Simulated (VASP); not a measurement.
Set up this calculation in VASP 6.6.1, as the native input.

* Task: relaxation of cell and atoms
* Functional: LDA
* Potentials or basis: VASP PAW LDA potentials, release 64 (La, O)
* Cutoff: 600 eV
* k mesh: 6 × 6 × 4
* Occupations: fermi-dirac, width 0.02 eV
* Spin: no spin polarisation
* Dipole correction: no
* Further INCAR settings: ALGO = Normal; EDIFF = 1e-07; IBRION = 2; EDIFFG = -0.005; NSW = 80; ISIF = 3

The structure of La2O3 lies in POSCAR:

```
La2O3
1.0
    3.9403183646      0.0000000000      0.0000000000
   -1.9701591823      3.4124158028      0.0000000000
    0.0000000000      0.0000000000      6.1888354092
La O
2 3
Direct
    0.3333333333      0.6666666667      0.2473923168
    0.6666666667      0.3333333333      0.7526076832
    0.0000000000      0.0000000000      0.0000000000
    0.3333333333      0.6666666667      0.6452844901
    0.6666666667      0.3333333333      0.3547155099
```

These files were run (other wordings do the same):

INCAR

```
ALGO = Normal ; EDIFF = 1E-7
EDIFFG = -0.005 ; ENCUT = 600
IBRION = 2 ; ISIF = 3
ISMEAR = -1 ; LASPH = T
LCHARG = F ; LREAL = F
LWAVE = F ; NELM = 80
NSW = 80 ; PREC = Accurate
SIGMA = 0.02
```

KPOINTS

```
k-points
0
Gamma
  6 6 4
```

Potentials or basis: VASP PAW LDA potentials, release 64 (La, O).

Command:

```bash
$ cat potpaw_LDA.64/La/POTCAR potpaw_LDA.64/O/POTCAR > POTCAR
$ mpirun -np 1 vasp_std > vasp.out
```

It gave:

```
Relaxed volume                        : 15.51 Å³/atom
Relaxed cell                          : a = 3.882 Å, b = 3.882 Å, c = 5.941 Å, α = 90.00°, β = 90.00°, γ = 120.00°
Space group after relaxing (to 0.1 Å) : P-3m1 (No. 164)
Energy gained by relaxing             : 29.5 meV/atom
Ionic steps                           : 11
Pressure after relaxing               : 0.0 GPa
Largest force after relaxing          : 0.004 eV/Å
Band gap on the k mesh                : 3.73 eV (least direct gap 3.80 eV)
```

Caveat: spin-orbit coupling is left out, which moves the levels of the heavy elements.

It took 6.9 min on 1 thread of Intel(R) Xeon(R) Platinum 8259CL CPU @ 2.50GHz (Skylake/Cascade Lake), on a shared host, peak memory 0.23 GiB.
